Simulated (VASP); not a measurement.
Set up this calculation in VASP 6.6.1, as the native input.

| Property | Result |
| --- | --- |
| Task | single point |
| Functional | PBE |
| Potentials or basis | VASP PAW PBE potentials, release 64 (Rh_pv) |
| Cutoff | 520 eV |
| k mesh | 18 × 18 × 10 |
| Occupations | gaussian, width 0.15 eV |
| Spin | no spin polarisation |
| Dipole correction | no |
| Further INCAR settings | ALGO = Fast; EDIFF = 1e-06; NBANDS = 22 |

The structure of Rh lies in POSCAR:

```
Rh
1.0
    2.5886000000      0.0000000000      0.0000000000
   -1.2943000000      2.2417933602      0.0000000000
    0.0000000000      0.0000000000      4.4553000000
Rh
2
Direct
    0.6666666667      0.3333333333      0.7500000000
    0.3333333333      0.6666666667      0.2500000000
```

This isn't the form of Rh at room conditions, which is fcc.

The input as run:

INCAR

```
SYSTEM = Rh
PREC     = Accurate       ! precision mode
ENCUT    = 520            ! plane-wave cutoff, eV
EDIFF    = 1E-6           ! SCF threshold, eV
ISMEAR   = 0              ! smearing method
SIGMA    = 0.15           ! smearing width, eV
LREAL    = .FALSE.        ! projectors in reciprocal space
LASPH    = .TRUE.         ! aspherical terms in the spheres
NELM     = 100            ! most SCF steps
ALGO     = Fast           ! electronic algorithm
ISIF     = 2              ! what is computed and relaxed
LWAVE    = .FALSE.        ! write WAVECAR
LCHARG   = .FALSE.        ! write CHGCAR
GGA      = PE             ! functional
NBANDS   = 22             ! bands
```

KPOINTS

```
Automatic mesh
0
G
  18 18 10
  0 0 0
```

Potentials or basis: VASP PAW PBE potentials, release 64 (Rh_pv).

Launch:

```sh
$ cat potpaw_PBE.64/Rh_pv/POTCAR > POTCAR
$ mpirun -np 1 vasp_std > vasp.out
```

Results of the run:

The pressure is 28.9 GPa. The band gap on the k mesh is zero (bands 15 and 16 overlap by 2.92 eV).

Caveat: the cell stands under pressure.

It took 79 s on 1 thread of Intel(R) Xeon(R) Platinum 8488C (Sapphire Rapids), on a shared host, peak memory 0.21 GiB.
